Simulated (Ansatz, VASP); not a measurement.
**Two plane-wave programs on MgO**

Contents of INCAR:

```
ALGO = Normal ; EDIFF = 1E-7
ENCUT = 520 ; GGA = PS
ISIF = 2 ; ISMEAR = 0
LASPH = True ; LCHARG = False
LREAL = False ; LWAVE = False
NBANDS = 16 ; NELM = 60
PREC = Accurate ; SIGMA = 0.01
```

KPOINTS

```
k-points
0
Gamma
  12 12 4
```

POSCAR

```
MgO
1.0
    3.3077870000      0.0000000000      0.0000000000
   -1.6538930000      2.8646280000      0.0000000000
    0.0000000000      0.0000000000      4.9828820000
Mg O
2 2
Direct
    0.3333333333      0.6666666667      0.0021600000
    0.6666666667      0.3333333333      0.5021600000
    0.3333333333      0.6666666667      0.4024400000
    0.6666666667      0.3333333333      0.9024400000
```

Input for Ansatz:

```yaml
crystal:
  lattice:
    - [3.307787, 0.0, 0.0]
    - [-1.653893, 2.864628, 0.0]
    - [0.0, 0.0, 4.982882]
  atoms:
    - { symbol: Mg, position: [0.3333333333333333, 0.6666666666666666, 0.00216] }
    - { symbol: Mg, position: [0.6666666666666666, 0.3333333333333333, 0.50216] }
    - { symbol: O, position: [0.3333333333333333, 0.6666666666666666, 0.40244] }
    - { symbol: O, position: [0.6666666666666666, 0.3333333333333333, 0.90244] }
basis:
  ecutwfc: 420.0
kpoints:
  mp_grid:
    grid: [12, 12, 4]
  band_path:
    path:
      - [0.0, 0.0, 0.0]
      - [-0.00421160521396089, 0.0021058019703606725, 0.0]
      - [0.00421160521396089, -0.0021058019703606725, 0.0]
      - [0.0, -0.0036473576505556, 0.0]
      - [0.0, 0.0036473576505556, 0.0]
      - [0.0, 0.0, -0.006344402409149037]
      - [0.0, 0.0, 0.006344402409149037]
      - [0.00421160521396089, 0.0015415556801949273, 0.0]
      - [0.00421160521396089, -0.005753159620916272, 0.0]
      - [-0.00421160521396089, 0.005753159620916272, 0.0]
      - [-0.00421160521396089, -0.0015415556801949273, 0.0]
      - [0.00421160521396089, -0.0021058019703606725, 0.006344402409149037]
      - [0.00421160521396089, -0.0021058019703606725, -0.006344402409149037]
      - [-0.00421160521396089, 0.0021058019703606725, 0.006344402409149037]
      - [-0.00421160521396089, 0.0021058019703606725, -0.006344402409149037]
      - [0.0, 0.0036473576505556, 0.006344402409149037]
      - [0.0, 0.0036473576505556, -0.006344402409149037]
      - [0.0, -0.0036473576505556, 0.006344402409149037]
      - [0.0, -0.0036473576505556, -0.006344402409149037]
    npoints: 1
hamiltonian:
  xc: pbesol
scf:
  occupations:
    method: fixed
```

Alike in both runs: task single point; functional PBEsol; k mesh 12 × 12 × 4; no spin polarisation.

|  | VASP | Ansatz |
| --- | --- | --- |
| version | VASP 6.6.1 | Ansatz 0.2.0 |
| potentials or method | VASP PAW PBE potentials, release 64 (Mg, O), cutoff 520 eV | plane waves, PAW |
| occupations | gaussian, width 0.01 eV | fixed |
| valence electrons in the cell | 16 | 32 |

```tsv
	VASP	Ansatz	Ansatz less VASP
gap on the k mesh at the Fermi level (eV)	3.34	3.34	+0.001
```

VASP's potentials were made for PBE, not for PBEsol. VASP's potentials hold 16 valence electrons a cell and Ansatz's 32, so a difference there can come from the potentials and not from the codes.
